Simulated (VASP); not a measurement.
The system is Mg7Te.

```
CELL_PARAMETERS angstrom
-3.32000 3.32000 3.32000
3.32000 -3.32000 3.32000
3.32000 3.32000 -3.32000
ATOMIC_POSITIONS crystal
Mg 0.00000 0.50000 0.00000
Mg 0.50000 0.50000 0.00000
Mg 0.50000 0.00000 0.00000
Mg 0.50000 0.00000 0.50000
Mg 0.50000 0.50000 0.50000
Mg 0.00000 0.50000 0.50000
Mg 0.00000 0.00000 0.50000
Te 0.00000 0.00000 0.00000
```

```yaml
Program: VASP 6.6.1
Task: relaxation of cell and atoms
Functional: PBE
Potentials_or_basis: VASP PAW PBE potentials, release 64 (Mg, Te)
Cutoff: 600 eV
k_mesh: 4 × 4 × 4
Occupations: gaussian, width 0.2 eV
Spin: no spin polarisation
```

At the start: pressure 15.6 GPa; volume 18.30 Å³/atom.

Question: Where does the relaxation end?

Answer: Over 3 steps the energy falls by 220.3 meV/atom and the volume is 24.03 Å³/atom (+31.3 %); space group Im-3m (No. 229, to 0.1 Å) before and after.

The path:
| step | energy change (eV) | largest force (eV/Å) | pressure (GPa) | volume (Å³) |
| --- | --- | --- | --- | --- |
| 1 | 0.0000 | 0.0000 | 15.63 | 146.38 |
| 2 | -1.7546 | 0.0000 | 0.73 | 187.54 |
| 3 | -1.7627 | 0.0000 | -0.15 | 192.21 |

Final structure:
```
CELL_PARAMETERS angstrom
-3.63558 3.63558 3.63558
3.63558 -3.63558 3.63558
3.63558 3.63558 -3.63558
ATOMIC_POSITIONS crystal
Mg 0.00000 0.50000 0.00000
Mg 0.50000 0.50000 0.00000
Mg 0.50000 0.00000 0.00000
Mg 0.50000 0.00000 0.50000
Mg 0.50000 0.50000 0.50000
Mg 0.00000 0.50000 0.50000
Mg 0.00000 0.00000 0.50000
Te 0.00000 0.00000 0.00000
```

Caveat: the volume moved by over 15 % at a fixed basis, so the end points are rough.
